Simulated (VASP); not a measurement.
# Ge2Bi2S (Cmc2_1) in VASP: single point with PBE

Aim: the single point of Ge2Bi2S with PBE.

Everything below comes from runs of VASP 6.6.1. Logs are shortened: lines on timing, memory, paths and dates and some standing lists are left out, and cuts for length are marked.

## (1) The cell of the first run

Symmetry: Cmc2_1, No. 36, orthorhombic system. Conventional cell: a = 12.102 Å, b = 7.374 Å, c = 7.092 Å, α = 90.00°, β = 90.00°, γ = 90.00°. Ge (site symmetry 1) has 1 S at 2.31 Å and 3 Bi at 2.80 to 2.85 Å within 3.0 Å. Within 3.7 Å of Bi (site symmetry 1) lie 3 Ge at 2.80 to 2.85 Å and 1 Bi at 3.33 Å. Within 3.0 Å of S (site symmetry m) lie 2 Ge at 2.31 Å.

## (2) Single point, PBE

The input, INCAR:

```
PREC = Accurate
ENCUT = 520
EDIFF = 1E-6
ISMEAR = 0
SIGMA = 0.2
LREAL = F
LASPH = T
NELM = 80
ALGO = Normal
ISIF = 2
LWAVE = F
LCHARG = F
GGA = PE
NBANDS = 75
```

The input, KPOINTS:

```
Automatic mesh
0
Gamma
  4 4 4
```

The input, POSCAR:

```
Ge2Bi2S
1.0
    6.0508016072     -3.6869846919      0.0000000000
   -6.0508016072     -3.6869846919      0.0000000000
    0.0000000000      0.0000000000     -7.0919977547
Ge Bi S
4 4 2
Direct
    0.0046263822      0.7008497356      0.2178487190
    0.7008497356      0.0046263822      0.2178487190
    0.9953736178      0.2991502644      0.7178487190
    0.2991502644      0.9953736178      0.7178487190
    0.3545979204      0.0795323301      0.3278485357
    0.0795323301      0.3545979204      0.3278485357
    0.6454020796      0.9204676699      0.8278485357
    0.9204676699      0.6454020796      0.8278485357
    0.7091814405      0.7091814405      0.3455054907
    0.2908185595      0.2908185595      0.8455054907
```

Potentials or basis: VASP PAW PBE potentials, release 64 (Ge_d, Bi_d, S).

Launch:

```
$ cat potpaw_PBE.64/Ge_d/POTCAR potpaw_PBE.64/Bi_d/POTCAR potpaw_PBE.64/S/POTCAR > POTCAR
$ mpirun -np 1 vasp_std > vasp.out
```

OUTCAR:

```text
PREC = Accurate
   ENCUT = 520
   EDIFF = 1E-6
   ISMEAR = 0
   LREAL = F
   LASPH = T
   NELM = 80
   ISIF = 2
   GGA = PE

 ion  position               nearest neighbor table
   1  0.005  0.701  0.218-   9 2.31   5 2.80   8 2.82   6 2.85
   2  0.701  0.005  0.218-   9 2.31   6 2.80   7 2.82   5 2.85
   3  0.995  0.299  0.718-  10 2.31   7 2.80   6 2.82   8 2.85
   4  0.299  0.995  0.718-  10 2.31   8 2.80   5 2.82   7 2.85
   5  0.355  0.080  0.328-   1 2.80   4 2.82   2 2.85   6 3.33
   6  0.080  0.355  0.328-   2 2.80   3 2.82   1 2.85   5 3.33
   7  0.645  0.920  0.828-   3 2.80   2 2.82   4 2.85   8 3.33
   8  0.920  0.645  0.828-   4 2.80   1 2.82   3 2.85   7 3.33
   9  0.709  0.709  0.346-   1 2.31   2 2.31
  10  0.291  0.291  0.846-   3 2.31   4 2.31

  LATTYP: Found a base centered orthorhombic cell.
 ALAT       =     7.3739693838
 B/A-ratio  =     1.6411246894
 C/A-ratio  =     0.9617612151

  Lattice vectors:

 A1 = (   6.0508016072,  -3.6869846919,   0.0000000000)
 A2 = (  -6.0508016072,  -3.6869846919,   0.0000000000)
 A3 = (   0.0000000000,   0.0000000000,  -7.0919977547)

Analysis of symmetry for initial positions (statically):
=====================================================================
 Subroutine PRICEL returns:
 Original cell was already a primitive cell.

 Routine SETGRP: Setting up the symmetry group for a
 base centered orthorhombic supercell.

 Subroutine GETGRP returns: Found  4 space group operations
 (whereof  2 operations were pure point group operations)
 out of a pool of  8 trial point group operations.

The static configuration has the point symmetry C_1h.
 The point group associated with its full space group is C_2v.

Analysis of symmetry for dynamics (positions and initial velocities):
=====================================================================
 Subroutine PRICEL returns:
 Original cell was already a primitive cell.

 Routine SETGRP: Setting up the symmetry group for a
 base centered orthorhombic supercell.

 Subroutine GETGRP returns: Found  4 space group operations
 (whereof  2 operations were pure point group operations)
 out of a pool of  8 trial point group operations.

The dynamic configuration has the point symmetry C_1h.
 The point group associated with its full space group is C_2v.
[... 115 lines left out ...]
   IBRION =     -1    ionic relax: 0-MD 1-quasi-New 2-CG
   NFREE  =      0    steps in history (QN), initial steepest desc. (CG)
   ISIF   =      2    stress and relaxation
   ISYM   =      2    0-nonsym 1-usesym 2-fastsym
   POTIM  = 0.5000    time-step for ionic-motion
   TEBEG  =    0.0;   TEEND  =   0.0 temperature during run
   PSTRESS=    0.0 pullay stress
   NELECT =     128.0000    total number of electrons
   NUPDOWN=      -1.0000    fix difference up-down
   EMIN   =  10.00;   EMAX   =-10.00  energy-range for DOS
   EFERMI =   0.00;   METHOD = LEGACY
   ISMEAR =     0;   SIGMA  =   0.20  broadening in eV -4-tet -1-fermi 0-gaus
   EFERMI_NEDOS =   21; number of points for ismear=-14 and -15
   IALGO  =     38    algorithm
   IMIX   =      4    mixing-type and parameters
     AMIX     =   0.40;   BMIX     =  1.00
     AMIX_MAG =   1.60;   BMIX_MAG =  1.00
  volume/ion in A,a.u.               =      31.64       213.54
  Fermi-wavevector in a.u.,A,eV,Ry     =   1.210739  2.287965 19.944631  1.465889
  Thomas-Fermi vector in A             =   2.346276
   LORBIT       =      0    0 simple, 1 ext, 2 COOP (PROOUT), +10 PAW based schemes
   GGA     = PE    functional components
   LHFCALC =     F    Hartree Fock is set to
   AEXX    =    0.0000 exact exchange contribution
   IVDW    =     0    specifies the selected vdW correction
   LEPSILON=     F    determine dielectric tensor
   LRPA    =     F    only Hartree local field effects (RPA)
 non-spin polarized calculation
 Gauss-broadening in eV      SIGMA  =   0.20
  energy-cutoff  :      520.00
  volume of cell :      316.43
 maximum number of plane-waves:      8560
 NGX is ok and might be reduce to    54
   NGX = 27   NGY = 27   NGZ = 27

 number of electron     127.9999971 magnetization

 Free energy of the ion-electron system (eV)
  ---------------------------------------------------
  ext. energy  EPLUGINS =         0.00000000
  ---------------------------------------------------
  free energy    TOTEN  =       -41.68263649 eV

  energy without entropy =      -41.65644969  energy(sigma->0) =      -41.66954309

 E-fermi :   4.3106     XC(G=0):  -8.8467

 val. band max:        4.3086931993   @ k =   0.5000   0.5000   0.2500
 cond. band min:       4.3494121415   @ k =   0.5000   0.5000   0.0000
 fundamental gap:      0.0407189422
 Fermi energy:         4.3106383466

 k-point     1 :       0.0000    0.0000    0.0000
  band No.  band energies     occupation
      1     -20.5137      2.00000
      2     -20.5122      2.00000
      3     -20.5025      2.00000
      4     -20.5023      2.00000
      5     -20.4899      2.00000
      6     -20.4878      2.00000
[... 1627 lines left out ...]
     74       7.2793      0.00000
     75       8.2173      0.00000

------------------------ aborting loop because EDIFF is reached ----------------------------------------

  FORCE on cell =-STRESS in cart. coord.  units (eV):
  Direction    XX          YY          ZZ          XY          YZ          ZX
  --------------------------------------------------------------------------------------
  -------------------------------------------------------------------------------------
  Total       -0.0271271     -0.0099875     -0.1517493      0.0000000      0.0000000      0.0000000
  in kB       -0.1373506     -0.0505691     -0.7683419      0.0000000      0.0000000      0.0000000
  external PRESSURE =      -0.3187538 kB  Pullay stress =       0.0000000 kB

 VOLUME and BASIS-vectors are now :
 -----------------------------------------------------------------------------
  energy-cutoff  :      520.00
  volume of cell :      316.43
      direct lattice vectors                 reciprocal lattice vectors
     6.050801607 -3.686984692  0.000000000     0.082633679 -0.135612171  0.000000000
    -6.050801607 -3.686984692  0.000000000    -0.082633679 -0.135612171  0.000000000
     0.000000000  0.000000000 -7.091997755     0.000000000  0.000000000 -0.141003993

 POSITION                                       TOTAL-FORCE (eV/Angst)
 -----------------------------------------------------------------------------------
     -4.21271     -2.60108     -1.54498        -0.001912      0.011300     -0.006324
      4.21271     -2.60108     -1.54498         0.001912      0.011300     -0.006324
      4.21271     -4.77289     -5.09098         0.001912     -0.011300     -0.006324
     -4.21271     -4.77289     -5.09098        -0.001912     -0.011300     -0.006324
      1.66437     -1.60063     -2.32510         0.023581     -0.005888      0.000206
     -1.66437     -1.60063     -2.32510        -0.023581     -0.005888      0.000206
     -1.66437     -5.77334     -5.87110        -0.023581      0.005888      0.000206
      1.66437     -5.77334     -5.87110         0.023581      0.005888      0.000206
      0.00000     -5.22948     -2.45032        -0.000000     -0.016915      0.012236
      0.00000     -2.14449     -5.99632        -0.000000      0.016915      0.012236
 -----------------------------------------------------------------------------------
    total drift:                                0.000000     -0.000000      0.000041

  FREE ENERGIE OF THE ION-ELECTRON SYSTEM (eV)
  ---------------------------------------------------
  free  energy   TOTEN  =       -41.6826364872 eV

  energy  without entropy=      -41.6564496869  energy(sigma->0) =      -41.66954309
```

stdout:

```text
POSCAR found type information on POSCAR GeBiS
 POSCAR found :  3 types and      10 ions
 scaLAPACK will be used
 LDA part: xc-table for (Slater+PW92), standard interpolation
 POSCAR, INCAR and KPOINTS ok, starting setup
 FFT: planning ... GRIDC
 FFT: planning ... GRID_SOFT
 FFT: planning ... GRID
 WAVECAR not read
 entering main loop
```

Run time: 6.8 min. Hardware: 1 thread of AMD EPYC 9R14 (Zen 4), shared host; peak memory 0.6 GiB.

Results:

| Property | Result |
| --- | --- |
| Free energy | -41.6826 eV |
| Pressure | 0.0 GPa |
| Largest force | 0.024 eV/Å |
| Band gap on the k mesh | zero (band 64 reaches 4.52 eV, above the bottom of band 65 at 4.31 eV) |

Forces on the atoms (eV/Å):
```
Ge  -0.002  0.011 -0.006
Ge   0.002  0.011 -0.006
Ge   0.002 -0.011 -0.006
Ge  -0.002 -0.011 -0.006
Bi   0.024 -0.006  0.000
Bi  -0.024 -0.006  0.000
Bi  -0.024  0.006  0.000
Bi   0.024  0.006  0.000
S    0.000 -0.017  0.012
S    0.000  0.017  0.012
```

Caveat: spin-orbit coupling is left out, which moves the levels of the heavy elements.
